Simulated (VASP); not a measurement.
Set up this calculation in VASP 6.6.1, as the native input.

| Item | Value |
| --- | --- |
| Task | single point |
| Functional | PBEsol |
| Potentials or basis | VASP PAW PBE potentials, release 64 (Ti_sv) |
| Cutoff | 400 eV |
| k mesh | 12 × 12 × 1 |
| Occupations | gaussian, width 0.1 eV |
| Spin | no spin polarisation |
| Dipole correction | yes |
| Further INCAR settings | ALGO = Normal; EDIFF = 1e-06; NBANDS = 45; NELMDL = -8 |

The structure of Ti lies in POSCAR:

```
Ti
1.0
    2.9004352004      0.0000000000      0.0000000000
   -1.4502176002      2.5118505656      0.0000000000
    0.0000000000      0.0000000000     26.4774761173
Ti
6
Direct
    0.6666666667      0.3333333333      0.2874080280
    0.3333333333      0.6666666667      0.3681199300
    0.6666666667      0.3333333333      0.4571660824
    0.3333333333      0.6666666667      0.5428339694
    0.6666666667      0.3333333333      0.6318800533
    0.3333333333      0.6666666667      0.7125919370
```

The input as run:

INCAR

```
SYSTEM = Ti
ALGO = Normal
DIPOL = 0.5 0.5 0.500
EDIFF = 1E-6
ENCUT = 400
GGA = PS
GGA_COMPAT = .False.
IDIPOL = 3
ISIF = 2
ISMEAR = 0
LASPH = .True.
LCHARG = .False.
LDIPOL = .True.
LREAL = .False.
LWAVE = .False.
NBANDS = 45
NELM = 120
NELMDL = -8
PREC = Accurate
SIGMA = 0.1
```

KPOINTS

```
k-points
0
Gamma
  12 12 1
  0 0 0
```

Potentials or basis: VASP PAW PBE potentials, release 64 (Ti_sv).

Run with:

```sh
$ cat potpaw_PBE.64/Ti_sv/POTCAR > POTCAR
$ mpirun -np 1 vasp_std > vasp.out
```

It gave:

```json
{
  "Largest force": "0.015 eV/Å",
  "Band gap on the k mesh": "zero (band 36 reaches 3.06 eV, above the bottom of band 37 at 2.07 eV)"
}
```

Caveat: the PAW data sets were made with another functional, which shifts forces and pressure a little.

It took 4.3 min on 1 thread of Intel(R) Xeon(R) 6975P-C (Granite Rapids) (shared host), peak memory 0.29 GiB.
